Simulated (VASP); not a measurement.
A run of VASP 6.6.1 is set up as follows.

Contents of POSCAR:

```
Hf
1.0
    4.9954051824      0.0000000000      0.0000000000
   -2.4977025912      4.3261477902      0.0000000000
    0.0000000000      0.0000000000      3.1027722814
Hf
3
Direct
    0.6666666667      0.3333333333      0.5000000000
    0.3333333333      0.6666666667      0.5000000000
    0.0000000000      0.0000000000      0.0000000000
```

INCAR.step1

```
SYSTEM = Hf
ALGO = Normal ; EDIFF = 1E-4
ENCUT = 520 ; GGA = PE
ISMEAR = 0 ; LASPH = .TRUE.
LCHARG = .FALSE. ; LREAL = .FALSE.
LWAVE = .TRUE. ; NBANDS = 22
NELM = 60 ; PREC = Accurate
SIGMA = 0.05
```

Contents of INCAR.step2:

```
SYSTEM = Hf
ALGO = Normal ; EDIFF = 1E-6
ENCUT = 520 ; ISIF = 2
ISMEAR = 0 ; ISTART = 1
LASPH = .TRUE. ; LCHARG = .FALSE.
LMIXTAU = .TRUE. ; LREAL = .FALSE.
LWAVE = .FALSE. ; METAGGA = R2SCAN
NBANDS = 22 ; NELM = 60
PREC = Accurate ; SIGMA = 0.05
```

The input KPOINTS:

```
k-points
0
G
  10 10 12
  0 0 0
```

Potentials or basis: VASP PAW PBE potentials, release 64 (Hf_pv).

The run is started by

```console
$ cat potpaw_PBE.64/Hf_pv/POTCAR > POTCAR
$ cp INCAR.step1 INCAR
$ mpirun -np 1 vasp_std > vasp.out
$ cp INCAR.step2 INCAR
$ mpirun -np 1 vasp_std > vasp.out
```

(1) Predict the band gap on the k mesh.

(2) Estimate the pressure.

Answers

(1) zero (bands 15 and 16 overlap by 0.81 eV).

(2) -2.0 GPa.

Caveat: the PAW data sets were made with another functional, which shifts forces and pressure a little; spin-orbit coupling is left out, which moves the levels of the heavy elements.
